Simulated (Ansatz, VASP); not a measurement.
One calculation of W, two programs

File INCAR:

```
SYSTEM = W
PREC = Accurate
ENCUT = 500
EDIFF = 1E-6
ISMEAR = 1
SIGMA = 0.05
LREAL = .FALSE.
LASPH = .TRUE.
NELM = 200
ALGO = Normal
ISIF = 2
LWAVE = .FALSE.
LCHARG = .FALSE.
MAGMOM = 0 0 0
LORBIT = 11
LSORBIT = .TRUE.
GGA_COMPAT = .FALSE.
LORBMOM = .TRUE.
LMAXMIX = 4
LDAU = .TRUE.
LDAUTYPE = 2
LDAUL = 2
LDAUU = 5
LDAUJ = 0
LDAUPRINT = 1
GGA = PS
NBANDS = 25
```

KPOINTS

```
Automatic mesh
0
G
  8 8 8
  0 0 0
```

The input POSCAR:

```
W
1.0
    0.0000000000      1.9743553150      1.9743553150
    1.9743553150      0.0000000000      1.9743553150
    1.9743553150      1.9743553150      0.0000000000
W
1
Direct
    0.0000000000      0.0000000000      0.0000000000
```

Contents of input.yaml:

```yaml
crystal:
  lattice: { a: 3.94871063, b: 3.94871063, c: 3.94871063, alpha: 90.0, beta: 90.0, gamma: 90.0 }
  space_group: 225
  setting: { hermann_mauguin: Fm-3m }
  reduce_to_primitive: true
  atoms:
    - { symbol: W, position: [0.0, 0.0, 0.0] }
kpoints:
  mp_grid: { grid: [8, 8, 8] }
scf:
  occupations: { method: cold, width: 0.05 }
hamiltonian:
  xc: pbesol
  pseudopotentials: { kind: all_electron, lapw: { basis_error: 0.001 } }
  hubbard:
    sites: [{ species: W, l: d, u_eff: 5 }]
    double_counting: fll
    projectors: ortho-atomic
magnetization:
  noncollinear: true
  spin_orbit: true
output:
  forces: true
  stress: true
  eigenvalues: true
  populations: true
  hubbard: {}
```

Change from the starting cell: volume scaled by 0.92.

Alike in both runs: functional PBEsol; k mesh 8 × 8 × 8; non-collinear spin, spin-orbit coupling; Hubbard terms W d U = 5.0 eV.

|  | VASP | Ansatz |
| --- | --- | --- |
| version | VASP 6.6.1 | Ansatz 0.2.0 |
| potentials or method | VASP PAW PBE potentials, release 64 (W_sv), cutoff 500 eV | all-electron LAPW, relativistic spinors |
| occupations | methfessel-paxton of order 1, width 0.05 eV | cold, width 0.05 eV |
| task | single point | atomic charges |

Ansatz gave:

```
pressure (GPa)           : 23.4
net moment per atom (μB) : 0.00
```

Question: What did VASP give for the same quantities?

Answer: Pressure (GPa): 31.4; net moment per atom (μB): 0.00.

VASP's potentials were made for PBE, not for PBEsol. The programs project onto different local orbitals, so the same U acts differently, and such runs can settle in different states. Ansatz ran all-electron here, and VASP with PAW potentials.

Noted on Ansatz's run: U is the effective U less J, on atomic orbitals that reach past the spheres; the k mesh is thin for a metal, which can move the energy by tens of meV per atom.
